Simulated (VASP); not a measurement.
# Ta2C (P-3m1) in VASP: notebook

Runs on Ta2C. Level: r2SCAN. Tasks: single point.

Everything below comes from runs of VASP 6.6.1. Logs are shortened: lines on timing, memory, paths and dates and some standing lists are left out, and cuts for length are marked.

## (1) The cell of the first run

Symmetry: P-3m1, No. 164, trigonal system. Conventional cell: a = 3.110 Å, b = 3.110 Å, c = 4.942 Å, α = 90.00°, β = 90.00°, γ = 120.00°. Ta (site symmetry 3m) has 3 C at 2.19 Å within 2.9 Å. C (site symmetry -3m) has 6 Ta at 2.19 Å within 2.9 Å.

## (2) Single point, r2SCAN

File POSCAR:

```
Ta2C
1.0
    3.1101644563      0.0000000000      0.0000000000
   -1.5550822281      2.6934814291      0.0000000000
    0.0000000000      0.0000000000      4.9422989465
Ta C
2 1
Direct
    0.3333333333      0.6666666667      0.2535635792
    0.6666666667      0.3333333333      0.7464364208
    0.0000000000      0.0000000000      0.0000000000
```

File INCAR.step1:

```
SYSTEM = Ta2C
PREC     = Accurate       ! precision mode
ENCUT    = 520            ! plane-wave cutoff, eV
ISMEAR   = 0              ! smearing method
SIGMA    = 0.1            ! smearing width, eV
LREAL    = .FALSE.        ! projectors in reciprocal space
LASPH    = .TRUE.         ! aspherical terms in the spheres
NELM     = 60             ! most SCF steps
NBANDS   = 20             ! bands
GGA      = PE             ! functional
ALGO     = Normal         ! electronic algorithm
EDIFF    = 1E-4           ! SCF threshold, eV
LWAVE    = .TRUE.         ! write WAVECAR
LCHARG   = .FALSE.        ! write CHGCAR
```

File INCAR.step2:

```
SYSTEM = Ta2C
PREC     = Accurate       ! precision mode
ENCUT    = 520            ! plane-wave cutoff, eV
EDIFF    = 1E-7           ! SCF threshold, eV
ISMEAR   = 0              ! smearing method
SIGMA    = 0.1            ! smearing width, eV
LREAL    = .FALSE.        ! projectors in reciprocal space
LASPH    = .TRUE.         ! aspherical terms in the spheres
NELM     = 60             ! most SCF steps
ALGO     = Normal         ! electronic algorithm
ISIF     = 2              ! what is computed and relaxed
LWAVE    = .FALSE.        ! write WAVECAR
LCHARG   = .FALSE.        ! write CHGCAR
METAGGA  = R2SCAN         ! meta-GGA
LMIXTAU  = .TRUE.       
NBANDS   = 20             ! bands
ISTART   = 1
```

File KPOINTS:

```
regular mesh
0
G
  18 18 8
  0 0 0
```

Potentials or basis: VASP PAW PBE potentials, release 64 (Ta_pv, C).

The run is started by

```
$ cat potpaw_PBE.64/Ta_pv/POTCAR potpaw_PBE.64/C/POTCAR > POTCAR
$ cp INCAR.step1 INCAR
$ mpirun -np 1 vasp_std > vasp.out
$ cp INCAR.step2 INCAR
$ mpirun -np 1 vasp_std > vasp.out
```

OUTCAR:

```text
SYSTEM = Ta2C
   PREC = Accurate
   ENCUT = 520
   EDIFF = 1E-7
   ISMEAR = 0
   LREAL = .FALSE.
   LASPH = .TRUE.
   NELM = 60
   ISIF = 2
   METAGGA = R2SCAN
   ISTART = 1

 ion  position               nearest neighbor table
   1  0.333  0.667  0.254-   3 2.19   3 2.19   3 2.19   2 3.03   2 3.03   2 3.03   2 3.08   2 3.08
                             2 3.08
   2  0.667  0.333  0.746-   3 2.19   3 2.19   3 2.19   1 3.03   1 3.03   1 3.03   1 3.08   1 3.08
                             1 3.08
   3  0.000  0.000  0.000-   1 2.19   2 2.19   1 2.19   2 2.19   2 2.19   1 2.19

  LATTYP: Found a hexagonal cell.
 ALAT       =     3.1101644563
 C/A-ratio  =     1.5890796181

  Lattice vectors:

 A1 = (   3.1101644563,   0.0000000000,   0.0000000000)
 A2 = (  -1.5550822281,   2.6934814291,   0.0000000000)
 A3 = (   0.0000000000,   0.0000000000,   4.9422989465)

Analysis of symmetry for initial positions (statically):
=====================================================================
 Subroutine PRICEL returns:
 Original cell was already a primitive cell.

 Routine SETGRP: Setting up the symmetry group for a
 hexagonal supercell.

 Subroutine GETGRP returns: Found 12 space group operations
 (whereof 12 operations were pure point group operations)
 out of a pool of 24 trial point group operations.

The static configuration has the point symmetry D_3d.

Analysis of symmetry for dynamics (positions and initial velocities):
=====================================================================
 Subroutine PRICEL returns:
 Original cell was already a primitive cell.

 Routine SETGRP: Setting up the symmetry group for a
 hexagonal supercell.

 Subroutine GETGRP returns: Found 12 space group operations
 (whereof 12 operations were pure point group operations)
 out of a pool of 24 trial point group operations.

The dynamic configuration has the point symmetry D_3d.

 Subroutine INISYM returns: Found 12 space group operations
 (whereof 12 operations are pure point group operations),
 and found     1 'primitive' translations

----------------------------------------------------------------------------------------

                                     Primitive cell

  volume of cell :      41.4025

  direct lattice vectors                    reciprocal lattice vectors
     3.110164456  0.000000000  0.000000000     0.321526406  0.185633357  0.000000000
    -1.555082228  2.693481429  0.000000000     0.000000000  0.371266714  0.000000000
     0.000000000  0.000000000  4.942298947     0.000000000  0.000000000  0.202334988

  length of vectors
     3.110164456  3.110164456  4.942298947     0.371266714  0.371266714  0.202334988

  position of ions in fractional coordinates (direct lattice)
     0.333333333  0.666666667  0.253563579
     0.666666667  0.333333333  0.746436421
     0.000000000  0.000000000  0.000000000

  ion indices of the primitive-cell ions
   primitive index   ion index
                 1           1
                 2           2
                 3           3

----------------------------------------------------------------------------------------

 KPOINTS: regular mesh

Automatic generation of k-mesh.
 Grid dimensions read from file:
 generate k-points for:   18   18    8

 Generating k-lattice:

  Cartesian coordinates                     Fractional coordinates (reciprocal lattice)
     0.017862578  0.010312964  0.000000000     0.055555556 -0.000000000  0.000000000
     0.000000000  0.020625929  0.000000000     0.000000000  0.055555556  0.000000000
     0.000000000  0.000000000  0.025291874     0.000000000  0.000000000  0.125000000

  Length of vectors
     0.020625929  0.020625929  0.025291874

  Shift w.r.t. Gamma in fractional coordinates (k-lattice)
     0.000000000  0.000000000  0.000000000

 Subroutine IBZKPT returns following result:
 ===========================================

 Found    266 irreducible k-points:

 Following reciprocal coordinates:
            Coordinates               Weight
  0.000000  0.000000  0.000000      1.000000
  0.055556  0.000000  0.000000      6.000000
  0.111111  0.000000  0.000000      6.000000
  0.166667 -0.000000  0.000000      6.000000
  0.222222 -0.000000  0.000000      6.000000
  0.277778  0.000000  0.000000      6.000000
[... 16 lines left out ...]
  0.333333  0.111111  0.000000     12.000000
  0.388889  0.111111  0.000000     12.000000
 [... further k-points ...]
   k-points           NKPTS =    266   k-points in BZ     NKDIM =    266   number of bands    NBANDS=     20
   number of dos      NEDOS =    301   number of ions     NIONS =      3
   total plane-waves  NPLWV =  23040
   dimension x,y,z NGX =    24 NGY =   24 NGZ =   40
   dimension x,y,z NGXF=    48 NGYF=   48 NGZF=   80
   ions per type =               2   1
   NGX,Y,Z   is equivalent  to a cutoff of  12.83, 12.83, 13.45 a.u.
   NGXF,Y,Z  is equivalent  to a cutoff of  25.66, 25.66, 26.91 a.u.
 SYSTEM =  Ta2C
   PREC   = accura    normal or accurate (medium, high low for compatibility)
   ISTART =      1    job   : 0-new  1-cont  2-samecut
   ICHARG =      0    charge: 1-file 2-atom 10-const
   ISPIN  =      1    spin polarized calculation?
   LNONCOLLINEAR =      F non collinear calculations
   LSORBIT =      F    spin-orbit coupling
   LASPH  =      T    aspherical Exc in radial PAW
   ENCUT  =  520.0 eV  38.22 Ry    6.18 a.u.   5.78  5.78  9.19*2*pi/ulx,y,z
   NELM   =     60;   NELMIN=  2; NELMDL=  0     # of ELM steps
   EDIFF  = 0.1E-06   stopping-criterion for ELM
   LREAL  =      F    real-space projection
   EDIFFG = 0.1E-05   stopping-criterion for IOM
   NSW    =      0    number of steps for IOM
   IBRION =     -1    ionic relax: 0-MD 1-quasi-New 2-CG
   NFREE  =      0    steps in history (QN), initial steepest desc. (CG)
   ISIF   =      2    stress and relaxation
   ISYM   =      2    0-nonsym 1-usesym 2-fastsym
   POTIM  = 0.5000    time-step for ionic-motion
   TEBEG  =    0.0;   TEEND  =   0.0 temperature during run
   PSTRESS=    0.0 pullay stress
   NELECT =      26.0000    total number of electrons
   NUPDOWN=      -1.0000    fix difference up-down
   EMIN   =  10.00;   EMAX   =-10.00  energy-range for DOS
   EFERMI =   0.00;   METHOD = LEGACY
   ISMEAR =     0;   SIGMA  =   0.10  broadening in eV -4-tet -1-fermi 0-gaus
   EFERMI_NEDOS =   21; number of points for ismear=-14 and -15
   IALGO  =     38    algorithm
   IMIX   =      4    mixing-type and parameters
     AMIX     =   0.40;   BMIX     =  1.00
     AMIX_MAG =   1.60;   BMIX_MAG =  1.00
  volume/ion in A,a.u.               =      13.80        93.13
  Fermi-wavevector in a.u.,A,eV,Ry     =   1.401922  2.649248 26.740688  1.965385
  Thomas-Fermi vector in A             =   2.524735
   LORBIT       =      0    0 simple, 1 ext, 2 COOP (PROOUT), +10 PAW based schemes
   METAGGA = R2SCAN    functional components
   LHFCALC =     F    Hartree Fock is set to
   AEXX    =    0.0000 exact exchange contribution
   IVDW    =     0    specifies the selected vdW correction
   LEPSILON=     F    determine dielectric tensor
   LRPA    =     F    only Hartree local field effects (RPA)
 non-spin polarized calculation
 Gauss-broadening in eV      SIGMA  =   0.10
  energy-cutoff  :      520.00
  volume of cell :       41.40
 maximum number of plane-waves:      1134
   NGX = 11   NGY = 11   NGZ = 19

 number of electron      25.9999999 magnetization

 Free energy of the ion-electron system (eV)
  ---------------------------------------------------
  ext. energy  EPLUGINS =         0.00000000
  ---------------------------------------------------
  free energy    TOTEN  =      -109.16654752 eV

  energy without entropy =     -109.16303810  energy(sigma->0) =     -109.16479281

 E-fermi :   6.5735     XC(G=0): -13.8548

 val. band max:        6.5650407266   @ k =   0.0556   0.0556   0.5000
 cond. band min:       6.5861443712   @ k =   0.0000   0.0556   0.2500
 fundamental gap:      0.0211036447
 Fermi energy:         6.5735384674

 k-point     1 :       0.0000    0.0000    0.0000
  band No.  band energies     occupation
      1     -29.6577      2.00000
      2     -28.9529      2.00000
      3     -28.9529      2.00000
      4     -28.8383      2.00000
      5     -28.8383      2.00000
      6     -28.7490      2.00000
[... 12 lines left out ...]
     19       9.4457      0.00000
     20      14.2795      0.00000

 k-point     2 :       0.0556    0.0000    0.0000
  band No.  band energies     occupation
      1     -29.6489      2.00000
      2     -28.9721      2.00000
      3     -28.9597      2.00000
      4     -28.8572      2.00000
      5     -28.8400      2.00000
      6     -28.7521      2.00000
[... 12 lines left out ...]
     19       9.8407      0.00000
     20      14.3737      0.00000

 k-point     3 :       0.1111    0.0000    0.0000
  band No.  band energies     occupation
      1     -29.6230      2.00000
      2     -29.0271      2.00000
      3     -28.9787      2.00000
      4     -28.9108      2.00000
      5     -28.8453      2.00000
      6     -28.7618      2.00000
[... 12 lines left out ...]
     19      10.6730      0.00000
     20      14.3887      0.00000

 k-point     4 :       0.1667   -0.0000    0.0000
  band No.  band energies     occupation
      1     -29.5817      2.00000
      2     -29.1111      2.00000
      3     -29.0065      2.00000
      4     -28.9910      2.00000
      5     -28.8547      2.00000
      6     -28.7785      2.00000
[... 12 lines left out ...]
     19      11.5984      0.00000
     20      14.1484      0.00000

 k-point     5 :       0.2222   -0.0000    0.0000
  band No.  band energies     occupation
      1     -29.5278      2.00000
      2     -29.2136      2.00000
      3     -29.0864      2.00000
      4     -29.0391      2.00000
      5     -28.8675      2.00000
      6     -28.8027      2.00000
[... 12 lines left out ...]
     19      12.4852      0.00000
     20      13.8432      0.00000
[... 353 lines left out ...]
      6     -28.8447      2.00000
[... 12 lines left out ...]
     19      12.9913      0.00000
     20      13.7434      0.00000

 k-point    22 :       0.2778    0.1111    0.0000
  band No.  band energies     occupation
      1     -29.4248      2.00000
      2     -29.3677      2.00000
      3     -29.2975      2.00000
      4     -29.1113      2.00000
      5     -28.9402      2.00000
      6     -28.8827      2.00000
[... 12 lines left out ...]
     19      13.1113      0.00000
     20      13.4260      0.00000

 k-point    23 :       0.3333    0.1111    0.0000
  band No.  band energies     occupation
      1     -29.4953      2.00000
      2     -29.3472      2.00000
      3     -29.3077      2.00000
      4     -29.1507      2.00000
      5     -28.9557      2.00000
      6     -28.9240      2.00000
[... 12 lines left out ...]
     19      12.8435      0.00000
     20      13.0576      0.00000

 k-point    24 :       0.3889    0.1111    0.0000
  band No.  band energies     occupation
      1     -29.5442      2.00000
      2     -29.3776      2.00000
      3     -29.2575      2.00000
      4     -29.1761      2.00000
      5     -28.9663      2.00000
      6     -28.9603      2.00000
[... 12 lines left out ...]
     19      12.3910      0.00000
     20      12.7764      0.00000

 [... further k-points ...]

------------------------ aborting loop because EDIFF is reached ----------------------------------------

  FORCE on cell =-STRESS in cart. coord.  units (eV):
  Direction    XX          YY          ZZ          XY          YZ          ZX
  --------------------------------------------------------------------------------------
  -------------------------------------------------------------------------------------
  Total        0.2319396      0.2319396      0.2012638      0.0000000     -0.0000000      0.0000000
  in kB        8.9755113      8.9755113      7.7884306      0.0000000     -0.0000000      0.0000000
  external PRESSURE =       8.5798178 kB  Pullay stress =       0.0000000 kB

 VOLUME and BASIS-vectors are now :
 -----------------------------------------------------------------------------
  energy-cutoff  :      520.00
  volume of cell :       41.40
      direct lattice vectors                 reciprocal lattice vectors
     3.110164456  0.000000000  0.000000000     0.321526406  0.185633357  0.000000000
    -1.555082228  2.693481429  0.000000000     0.000000000  0.371266714  0.000000000
     0.000000000  0.000000000  4.942298947     0.000000000  0.000000000  0.202334988

 POSITION                                       TOTAL-FORCE (eV/Angst)
 -----------------------------------------------------------------------------------
     -0.00000      1.79565      1.25319         0.000000     -0.000000      0.044586
      1.55508      0.89783      3.68911        -0.000000      0.000000     -0.044586
      0.00000      0.00000      0.00000        -0.000000      0.000000     -0.000000
 -----------------------------------------------------------------------------------
    total drift:                                0.000000     -0.000000      0.000000

  FREE ENERGIE OF THE ION-ELECTRON SYSTEM (eV)
  ---------------------------------------------------
  free  energy   TOTEN  =      -109.1665475165 eV

  energy  without entropy=     -109.1630381019  energy(sigma->0) =     -109.16479281
```

Wall time 8.5 min (1 thread of Intel Xeon 6975P-C, shared host); peak memory 0.33 GiB.

What came out:

| Item | Value |
| --- | --- |
| Free energy | -109.1665 eV |
| Pressure | 0.9 GPa |
| Largest force | 0.045 eV/Å |
| Band gap on the k mesh | zero (band 13 reaches 7.08 eV, above the bottom of band 14 at 6.33 eV) |

Forces in eV/Å, atoms in the order of the input:
```
Ta   0.000  0.000  0.045
Ta   0.000  0.000 -0.045
C    0.000  0.000  0.000
```

Stress tensor (GPa, compression positive):
```
0.90 0.00 0.00
0.00 0.90 0.00
0.00 0.00 0.78
```

Caveat: the PAW data sets were made with another functional, which shifts forces and pressure a little; spin-orbit coupling is left out, which moves the levels of the heavy elements.

## (3) Single point, r2SCAN

This run uses another cell than the first one, of 13.56 Å³/atom, 0.982 times its volume.

File POSCAR:

```
Ta2C
1.0
    3.0915895275      0.0000000000      0.0000000000
   -1.5457947637      2.6773950689      0.0000000000
    0.0000000000      0.0000000000      4.9138008246
Ta C
2 1
Direct
    0.3333333333      0.6666666667      0.2544898005
    0.6666666667      0.3333333333      0.7455101995
    0.0000000000      0.0000000000      0.0000000000
```

File INCAR.step1:

```
PREC = Accurate
ENCUT = 520
ISMEAR = 0
SIGMA = 0.1
LREAL = False
LASPH = True
NELM = 80
NBANDS = 20
GGA = PE
ALGO = Normal
EDIFF = 1E-4
LWAVE = True
LCHARG = False
```

File INCAR.step2:

```
PREC = Accurate
ENCUT = 520
EDIFF = 1E-6
ISMEAR = 0
SIGMA = 0.1
LREAL = False
LASPH = True
NELM = 80
ALGO = Normal
ISIF = 2
LWAVE = False
LCHARG = True
METAGGA = R2SCAN
LMIXTAU = True
LELF = True
LVHAR = True
NBANDS = 20
ISTART = 1
```

File KPOINTS:

```
Automatic mesh
0
Gamma
  18 18 8
```

Potentials or basis: VASP PAW PBE potentials, release 64 (Ta_pv, C).

The run is started by

```
$ cat potpaw_PBE.64/Ta_pv/POTCAR potpaw_PBE.64/C/POTCAR > POTCAR
$ cp INCAR.step1 INCAR
$ mpirun -np 1 vasp_std > vasp.out
$ cp INCAR.step2 INCAR
$ mpirun -np 1 vasp_std > vasp.out
```

OUTCAR:

```text
PREC = Accurate
   ENCUT = 520
   EDIFF = 1E-6
   ISMEAR = 0
   LREAL = False
   LASPH = True
   NELM = 80
   ISIF = 2
   METAGGA = R2SCAN
   ISTART = 1

 ion  position               nearest neighbor table
   1  0.333  0.667  0.254-   3 2.18   3 2.18   3 2.18   2 3.00   2 3.00   2 3.00   2 3.07   2 3.07
                             2 3.07
   2  0.667  0.333  0.746-   3 2.18   3 2.18   3 2.18   1 3.00   1 3.00   1 3.00   1 3.07   1 3.07
                             1 3.07
   3  0.000  0.000  0.000-   1 2.18   2 2.18   1 2.18   2 2.18   2 2.18   1 2.18
[... 750 lines left out ...]

  FORCE on cell =-STRESS in cart. coord.  units (eV):
  Direction    XX          YY          ZZ          XY          YZ          ZX
  --------------------------------------------------------------------------------------
  -------------------------------------------------------------------------------------
  Total        1.5137502      1.5137502      1.4886208      0.0000000     -0.0000000      0.0000000
  in kB       59.6283730     59.6283730     58.6384982      0.0000000     -0.0000000      0.0000000
  external PRESSURE =      59.2984148 kB  Pullay stress =       0.0000000 kB

 VOLUME and BASIS-vectors are now :
 -----------------------------------------------------------------------------
  energy-cutoff  :      520.00
  volume of cell :       40.67
      direct lattice vectors                 reciprocal lattice vectors
     3.091589528  0.000000000  0.000000000     0.323458205  0.186748682  0.000000000
    -1.545794764  2.677395069  0.000000000     0.000000000  0.373497364  0.000000000
     0.000000000  0.000000000  4.913800825     0.000000000  0.000000000  0.203508452

 POSITION                                       TOTAL-FORCE (eV/Angst)
 -----------------------------------------------------------------------------------
     -0.00000      1.78493      1.25051         0.000000      0.000000      0.048321
      1.54579      0.89247      3.66329        -0.000000      0.000000     -0.048321
      0.00000      0.00000      0.00000        -0.000000      0.000000     -0.000000
 -----------------------------------------------------------------------------------
    total drift:                                0.000000     -0.000000     -0.000000

  FREE ENERGIE OF THE ION-ELECTRON SYSTEM (eV)
  ---------------------------------------------------
  free  energy   TOTEN  =      -109.1514578419 eV

  energy  without entropy=     -109.1480597319  energy(sigma->0) =     -109.14975879
```

Wall time 7.5 min (1 thread of Intel Xeon Platinum 8259CL at 2.50GHz (Skylake/Cascade Lake), shared host); peak memory 0.32 GiB.

What came out:

| Quantity | Value |
| --- | --- |
| Free energy | -109.1515 eV |
| Pressure | 5.9 GPa |
| Largest force | 0.048 eV/Å |
| Band gap on the k mesh | zero (band 13 reaches 7.24 eV, above the bottom of band 14 at 6.48 eV) |

Forces in eV/Å, atoms in the order of the input:
```
Ta   0.000  0.000  0.048
Ta   0.000  0.000 -0.048
C    0.000  0.000  0.000
```

Levels at points of the mesh, in eV from the Fermi level:
| k point | band 10 | band 11 | band 12 | band 13 | band 14 | band 15 | band 16 | band 17 |
| --- | --- | --- | --- | --- | --- | --- | --- | --- |
| (0.00, 0.00, 0.00) | -3.87 | -3.49 | 0.01 | 0.51 | 0.51 | 1.20 | 1.20 | 2.47 |
| (0.50, 0.00, 0.00) | -4.32 | -3.98 | -2.15 | -0.43 | 3.42 | 3.64 | 4.79 | 5.41 |
| (0.00, 0.00, 0.50) | -4.15 | -2.05 | -1.77 | -0.25 | -0.25 | 3.07 | 3.07 | 3.70 |
| (0.50, 0.00, 0.50) | -3.86 | -2.67 | -1.51 | -1.21 | 1.44 | 1.49 | 4.60 | 5.06 |

Caveat: the PAW data sets were made with another functional, which shifts forces and pressure a little; spin-orbit coupling is left out, which moves the levels of the heavy elements.
